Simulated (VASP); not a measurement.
Wanted: the native input for a VASP 6.6.1 run.

```
Task                   : single point
Functional             : PBEsol
Potentials or basis    : VASP PAW PBE potentials, release 64 (Ta_pv, N)
Cutoff                 : 520 eV
k mesh                 : 6 × 6 × 8
Occupations            : gaussian, width 0.1 eV
Spin                   : no spin polarisation
Dipole correction      : no
Further INCAR settings : ALGO = Normal; EDIFF = 1e-07; NBANDS = 50
```

The structure of Ta2N lies in POSCAR:

```
Ta2N
1.0
    5.2965720514      0.0000000000      0.0000000000
   -2.6482860257      4.5869659495      0.0000000000
    0.0000000000      0.0000000000      4.9391825701
Ta N
6 3
Direct
    0.6663616700      0.6663616700      0.7536182600
    0.0000000000      0.3336383300      0.7536182600
    0.3336383300      0.0000000000      0.7536182600
    0.3336383300      0.3336383300      0.2463817400
    0.0000000000      0.6663616700      0.2463817400
    0.6663616700      0.0000000000      0.2463817400
    0.6666666667      0.3333333333      0.5000000000
    0.3333333333      0.6666666667      0.5000000000
    0.0000000000      0.0000000000      0.0000000000
```

These files were run (other wordings do the same):

INCAR

```
  PREC = Accurate
  ENCUT = 520
  EDIFF = 1E-7
  ISMEAR = 0
  SIGMA = 0.1
  LREAL = False
  LASPH = True
  NELM = 100
  ALGO = Normal
  ISIF = 2
  LWAVE = False
  LCHARG = True
  GGA = PS
  LELF = True
  LVHAR = True
  NBANDS = 50
```

KPOINTS

```
regular mesh
0
Gamma
  6 6 8
```

Potentials or basis: VASP PAW PBE potentials, release 64 (Ta_pv, N).

Launch:

```sh
$ cat potpaw_PBE.64/Ta_pv/POTCAR potpaw_PBE.64/N/POTCAR > POTCAR
$ mpirun -np 1 vasp_std > vasp.out
```

It gave:

```yaml
Pressure: -4.8 GPa
Largest_force: 0.126 eV/Å
Band_gap_on_the_k_mesh: zero (an odd number of electrons rules out a gap without spin polarisation)
```

Caveat: the cell stands under tension; the PAW data sets were made with another functional, which shifts forces and pressure a little; spin-orbit coupling is left out, which moves the levels of the heavy elements.

Wall time 2.2 min on 1 thread of Intel(R) Xeon(R) 6975P-C (Granite Rapids), with other jobs on the host, peak memory 0.35 GiB.
